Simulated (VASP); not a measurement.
# SrAg2B2 (I4/mmm) in VASP: single point with r2SCAN

Aim: the single point of SrAg2B2 with r2SCAN.

Program: VASP 6.6.1. These are calculated values, not measurements. Logs are shortened: lines on timing, memory, paths and dates and some standing lists are left out, and cuts for length are marked.

## 1. The cell of the first run

Symmetry: I4/mmm, No. 139, tetragonal system. The conventional cell has a = 4.105 Å, b = 4.105 Å, c = 9.822 Å, α = 90.00°, β = 90.00°, γ = 90.00°. B (site symmetry 4mm) has 1 B at 2.18 Å and 4 Ag at 2.47 Å within 2.9 Å. Within 3.3 Å of Ag (site symmetry -4m2) lie 4 B at 2.47 Å and 4 Ag at 2.90 Å and 4 Sr at 3.20 Å. Sr (site symmetry 4/mmm) has 10 B at 3.10 to 3.82 Å and 8 Ag at 3.20 Å and 4 Sr at 4.10 Å within 4.2 Å.

## 2. Single point, r2SCAN

POSCAR

```
SrAg2B2
1.0
    0.0000000000      4.1049800000      0.0000000000
    4.1049800000      0.0000000000      0.0000000000
    2.0524900000      2.0524900000     -4.9109810000
B Ag Sr
2 2 1
Direct
    0.3890000000      0.3890000000      0.2220000000
    0.6110000000      0.6110000000      0.7780000000
    0.7500000000      0.2500000000      0.5000000000
    0.2500000000      0.7500000000      0.5000000000
    0.0000000000      0.0000000000      0.0000000000
```

INCAR.step1

```
SYSTEM = SrAg2B2
ALGO = Normal
EDIFF = 1E-4
ENCUT = 520
GGA = PE
ISMEAR = 1
LASPH = .True.
LCHARG = .False.
LREAL = .False.
LWAVE = .True.
NBANDS = 27
NELM = 80
PREC = Accurate
SIGMA = 0.2277
```

INCAR.step2

```
SYSTEM = SrAg2B2
ALGO = Normal
EDIFF = 1E-6
ENCUT = 520
ISIF = 2
ISMEAR = 1
ISTART = 1
LASPH = .True.
LCHARG = .True.
LELF = .True.
LMIXTAU = .True.
LREAL = .False.
LVHAR = .True.
LWAVE = .False.
METAGGA = R2SCAN
NBANDS = 27
NELM = 80
PREC = Accurate
SIGMA = 0.2277
```

KPOINTS

```
k-points
0
Gamma
  9 9 9
  0 0 0
```

Potentials or basis: VASP PAW PBE potentials, release 64 (B, Ag, Sr_sv).

Launch:

```bash
$ cat potpaw_PBE.64/B/POTCAR potpaw_PBE.64/Ag/POTCAR potpaw_PBE.64/Sr_sv/POTCAR > POTCAR
$ cp INCAR.step1 INCAR
$ mpirun -np 1 vasp_std > vasp.out
$ cp INCAR.step2 INCAR
$ mpirun -np 1 vasp_std > vasp.out
```

OUTCAR:

```text
SYSTEM = SrAg2B2
   EDIFF = 1E-6
   ENCUT = 520
   ISIF = 2
   ISMEAR = 1
   ISTART = 1
   LASPH = .True.
   LREAL = .False.
   METAGGA = R2SCAN
   NELM = 80
   PREC = Accurate

 ion  position               nearest neighbor table
   1  0.389  0.389  0.222-   3 2.47   4 2.47   4 2.47   3 2.47   5 3.10   5 3.10   5 3.10   5 3.10

   2  0.611  0.611  0.778-   3 2.47   4 2.47   4 2.47   3 2.47   5 3.10   5 3.10   5 3.10   5 3.10

   3  0.750  0.250  0.500-   1 2.47   2 2.47   1 2.47   2 2.47   4 2.90   4 2.90   4 2.90   4 2.90
                             5 3.20   5 3.20   5 3.20   5 3.20
   4  0.250  0.750  0.500-   1 2.47   2 2.47   1 2.47   2 2.47   3 2.90   3 2.90   3 2.90   3 2.90
                             5 3.20   5 3.20   5 3.20   5 3.20
   5  0.000  0.000  0.000-   2 3.10   1 3.10   2 3.10   1 3.10   1 3.10   2 3.10   2 3.10   1 3.10
                             3 3.20   4 3.20   4 3.20   3 3.20   4 3.20   3 3.20   4 3.20   3 3.20

  LATTYP: Found a body centered tetragonal cell.
 ALAT       =     4.1049800000
 C/A-ratio  =     2.3926942397

  Lattice vectors:

 A1 = (  -2.0524900000,   2.0524900000,   4.9109810000)
 A2 = (   2.0524900000,  -2.0524900000,   4.9109810000)
 A3 = (   2.0524900000,   2.0524900000,  -4.9109810000)

Analysis of symmetry for initial positions (statically):
=====================================================================
 Subroutine PRICEL returns:
 Original cell was already a primitive cell.

 Routine SETGRP: Setting up the symmetry group for a
 body centered tetragonal supercell.

 Subroutine GETGRP returns: Found 16 space group operations
 (whereof 16 operations were pure point group operations)
 out of a pool of 16 trial point group operations.

The static configuration has the point symmetry D_4h.

Analysis of symmetry for dynamics (positions and initial velocities):
=====================================================================
 Subroutine PRICEL returns:
 Original cell was already a primitive cell.

 Routine SETGRP: Setting up the symmetry group for a
 body centered tetragonal supercell.

 Subroutine GETGRP returns: Found 16 space group operations
 (whereof 16 operations were pure point group operations)
 out of a pool of 16 trial point group operations.

The dynamic configuration has the point symmetry D_4h.

 Subroutine INISYM returns: Found 16 space group operations
 (whereof 16 operations are pure point group operations),
 and found     1 'primitive' translations

----------------------------------------------------------------------------------------

                                     Primitive cell

  volume of cell :      82.7543

  direct lattice vectors                    reciprocal lattice vectors
     0.000000000  4.104980000  0.000000000     0.000000000  0.243606546  0.101812652
     4.104980000  0.000000000  0.000000000     0.243606546  0.000000000  0.101812652
     2.052490000  2.052490000 -4.910981000     0.000000000  0.000000000 -0.203625304

  length of vectors
     4.104980000  4.104980000  5.704661671     0.264026448  0.264026448  0.203625304

  position of ions in fractional coordinates (direct lattice)
     0.389000000  0.389000000  0.222000000
     0.611000000  0.611000000  0.778000000
     0.750000000  0.250000000  0.500000000
     0.250000000  0.750000000  0.500000000
     0.000000000  0.000000000  0.000000000

  ion indices of the primitive-cell ions
   primitive index   ion index
                 1           1
                 2           2
                 3           3
                 4           4
                 5           5

----------------------------------------------------------------------------------------

 KPOINTS: k-points

Automatic generation of k-mesh.
 Grid dimensions read from file:
 generate k-points for:    9    9    9

 Generating k-lattice:

  Cartesian coordinates                     Fractional coordinates (reciprocal lattice)
     0.000000000  0.027067394  0.011312517     0.111111111  0.000000000  0.000000000
     0.027067394  0.000000000  0.011312517     0.000000000  0.111111111  0.000000000
     0.000000000  0.000000000 -0.022625034     0.000000000  0.000000000  0.111111111

  Length of vectors
     0.029336272  0.029336272  0.022625034

  Shift w.r.t. Gamma in fractional coordinates (k-lattice)
     0.000000000  0.000000000  0.000000000

 Subroutine IBZKPT returns following result:
 ===========================================

 Found     75 irreducible k-points:

 Following reciprocal coordinates:
            Coordinates               Weight
  0.000000  0.000000  0.000000      1.000000
  0.111111  0.000000 -0.000000      8.000000
  0.222222  0.000000  0.000000      8.000000
  0.333333  0.000000 -0.000000      8.000000
  0.444444  0.000000  0.000000      8.000000
  0.111111  0.111111 -0.000000      8.000000
[... 16 lines left out ...]
 -0.333333  0.333333  0.000000      4.000000
  0.444444  0.444444  0.000000      8.000000
 [... further k-points ...]
   k-points           NKPTS =     75   k-points in BZ     NKDIM =     75   number of bands    NBANDS=     27
   number of dos      NEDOS =    301   number of ions     NIONS =      5
   total plane-waves  NPLWV =  43008
   dimension x,y,z NGX =    32 NGY =   32 NGZ =   42
   dimension x,y,z NGXF=    64 NGYF=   64 NGZF=   84
   ions per type =               2   2   1
   NGX,Y,Z   is equivalent  to a cutoff of  12.96, 12.96, 12.24 a.u.
   NGXF,Y,Z  is equivalent  to a cutoff of  25.92, 25.92, 24.48 a.u.
 SYSTEM =  SrAg2B2
   PREC   = accura    normal or accurate (medium, high low for compatibility)
   ISTART =      1    job   : 0-new  1-cont  2-samecut
   ICHARG =      0    charge: 1-file 2-atom 10-const
   ISPIN  =      1    spin polarized calculation?
   LNONCOLLINEAR =      F non collinear calculations
   LSORBIT =      F    spin-orbit coupling
   LASPH  =      T    aspherical Exc in radial PAW
   ENCUT  =  520.0 eV  38.22 Ry    6.18 a.u.   7.63  7.63 10.61*2*pi/ulx,y,z
   NELM   =     80;   NELMIN=  2; NELMDL=  0     # of ELM steps
   EDIFF  = 0.1E-05   stopping-criterion for ELM
   LREAL  =      F    real-space projection
   EDIFFG = 0.1E-04   stopping-criterion for IOM
   NSW    =      0    number of steps for IOM
   IBRION =     -1    ionic relax: 0-MD 1-quasi-New 2-CG
   NFREE  =      0    steps in history (QN), initial steepest desc. (CG)
   ISIF   =      2    stress and relaxation
   ISYM   =      2    0-nonsym 1-usesym 2-fastsym
   POTIM  = 0.5000    time-step for ionic-motion
   TEBEG  =    0.0;   TEEND  =   0.0 temperature during run
   PSTRESS=    0.0 pullay stress
   NELECT =      38.0000    total number of electrons
   NUPDOWN=      -1.0000    fix difference up-down
   EMIN   =  10.00;   EMAX   =-10.00  energy-range for DOS
   EFERMI =   0.00;   METHOD = LEGACY
   ISMEAR =     1;   SIGMA  =   0.23  broadening in eV -4-tet -1-fermi 0-gaus
   EFERMI_NEDOS =   21; number of points for ismear=-14 and -15
   IALGO  =     38    algorithm
   IMIX   =      4    mixing-type and parameters
     AMIX     =   0.40;   BMIX     =  1.00
     AMIX_MAG =   1.60;   BMIX_MAG =  1.00
  volume/ion in A,a.u.               =      16.55       111.69
  Fermi-wavevector in a.u.,A,eV,Ry     =   1.263007  2.386738 21.703848  1.595188
  Thomas-Fermi vector in A             =   2.396386
   LORBIT       =      0    0 simple, 1 ext, 2 COOP (PROOUT), +10 PAW based schemes
   METAGGA = R2SCAN    functional components
   LHFCALC =     F    Hartree Fock is set to
   AEXX    =    0.0000 exact exchange contribution
   IVDW    =     0    specifies the selected vdW correction
   LEPSILON=     F    determine dielectric tensor
   LRPA    =     F    only Hartree local field effects (RPA)
 non-spin polarized calculation
 Methfessel and Paxton  Order N= 1 SIGMA  =   0.23
  energy-cutoff  :      520.00
  volume of cell :       82.75
 maximum number of plane-waves:      2251
   NGX = 15   NGY = 15   NGZ = 21

 number of electron      38.0000008 magnetization

 Free energy of the ion-electron system (eV)
  ---------------------------------------------------
  ext. energy  EPLUGINS =         0.00000000
  ---------------------------------------------------
  free energy    TOTEN  =       -70.14462657 eV

  energy without entropy =      -70.13930877  energy(sigma->0) =      -70.14285397

 E-fermi :   5.5365     XC(G=0): -11.6405

 val. band max:        5.5338259867   @ k =   0.4444   0.3333   0.1111
 cond. band min:       5.5461674201   @ k =  -0.2222   0.0000   0.1111
 fundamental gap:      0.0123414333
 Fermi energy:         5.5365359062

 k-point     1 :       0.0000    0.0000    0.0000
  band No.  band energies     occupation
      1     -30.3024      2.00000
      2     -11.9145      2.00000
      3     -11.6991      2.00000
      4     -11.6991      2.00000
      5      -3.9503      2.00000
      6      -2.0144      2.00000
[... 19 lines left out ...]
     26      11.6925      0.00000
     27      11.8164      0.00000

 k-point     2 :       0.1111    0.0000   -0.0000
  band No.  band energies     occupation
      1     -30.3012      2.00000
      2     -11.9139      2.00000
      3     -11.7270      2.00000
      4     -11.6955      2.00000
      5      -3.8206      2.00000
      6      -1.9803      2.00000
[... 19 lines left out ...]
     26      11.9911      0.00000
     27      12.0189      0.00000

 k-point     3 :       0.2222    0.0000    0.0000
  band No.  band energies     occupation
      1     -30.2982      2.00000
      2     -11.9122      2.00000
      3     -11.7957      2.00000
      4     -11.6866      2.00000
      5      -3.4708      2.00000
      6      -1.8934      2.00000
[... 19 lines left out ...]
     26      12.4467      0.00000
     27      12.7490      0.00000

 k-point     4 :       0.3333    0.0000   -0.0000
  band No.  band energies     occupation
      1     -30.2948      2.00000
      2     -11.9112      2.00000
      3     -11.8697      2.00000
      4     -11.6764      2.00000
      5      -3.0228      2.00000
      6      -1.8071      2.00000
[... 19 lines left out ...]
     26      12.5655      0.00000
     27      12.8846      0.00000
[... 516 lines left out ...]
      4     -11.8189      2.00000
      5      -2.7475      2.00000
      6      -1.5103      2.00000
[... 19 lines left out ...]
     26      12.6878      0.00000
     27      12.8791      0.00000

 k-point    23 :      -0.3333    0.3333    0.0000
  band No.  band energies     occupation
      1     -30.2877      2.00000
      2     -11.8878      2.00000
      3     -11.8476      2.00000
      4     -11.8185      2.00000
      5      -2.8293      2.00000
      6      -1.4967      2.00000
[... 19 lines left out ...]
     26      12.0957      0.00000
     27      12.6439      0.00000

 k-point    24 :       0.4444    0.4444    0.0000
  band No.  band energies     occupation
      1     -30.2835      2.00000
      2     -11.8817      2.00000
      3     -11.8711      2.00000
      4     -11.8554      2.00000
      5      -2.7466      2.00000
      6      -1.5232      2.00000
[... 19 lines left out ...]
     26      13.0488      0.00000
     27      13.2312      0.00000

 [... further k-points ...]
[... 5 lines left out ...]
  --------------------------------------------------------------------------------------
  -------------------------------------------------------------------------------------
  Total       -0.4720166     -0.4720166     -4.0949855      0.0000000      0.0000000      0.0000000
  in kB       -9.1385551     -9.1385551    -79.2816373      0.0000000      0.0000000      0.0000000
  external PRESSURE =     -32.5195825 kB  Pullay stress =       0.0000000 kB

 VOLUME and BASIS-vectors are now :
 -----------------------------------------------------------------------------
  energy-cutoff  :      520.00
  volume of cell :       82.75
      direct lattice vectors                 reciprocal lattice vectors
     0.000000000  4.104980000  0.000000000     0.000000000  0.243606546  0.101812652
     4.104980000  0.000000000  0.000000000     0.243606546  0.000000000  0.101812652
     2.052490000  2.052490000 -4.910981000     0.000000000  0.000000000 -0.203625304

 POSITION                                       TOTAL-FORCE (eV/Angst)
 -----------------------------------------------------------------------------------
      2.05249      2.05249     -1.09024        -0.000000     -0.000000      1.272700
      4.10498      4.10498     -3.82074         0.000000      0.000000     -1.272700
      2.05249      4.10498     -2.45549        -0.000000     -0.000000      0.000000
      4.10498      2.05249     -2.45549         0.000000      0.000000      0.000000
      0.00000      0.00000      0.00000        -0.000000     -0.000000      0.000000
 -----------------------------------------------------------------------------------
    total drift:                               -0.000000     -0.000000     -0.000000

  FREE ENERGIE OF THE ION-ELECTRON SYSTEM (eV)
  ---------------------------------------------------
  free  energy   TOTEN  =       -70.1446265670 eV

  energy  without entropy=      -70.1393087704  energy(sigma->0) =      -70.14285397
```

Run time: 7.1 min. Hardware: 1 thread of AMD EPYC 7R13 (Zen 3), shared host; peak memory 0.3 GiB.

What came out:

| Item | Value |
| --- | --- |
| Free energy | -70.1446 eV |
| Pressure | -3.3 GPa |
| Largest force | 1.273 eV/Å |
| Band gap on the k mesh | zero (bands 19 and 20 overlap by 1.92 eV) |

Forces in eV/Å, atoms in the order of the input:
```
B    0.000  0.000  1.273
B    0.000  0.000 -1.273
Ag   0.000  0.000  0.000
Ag   0.000  0.000  0.000
Sr   0.000  0.000  0.000
```

Caveat: the cell stands under tension; the PAW data sets were made with another functional, which shifts forces and pressure a little.
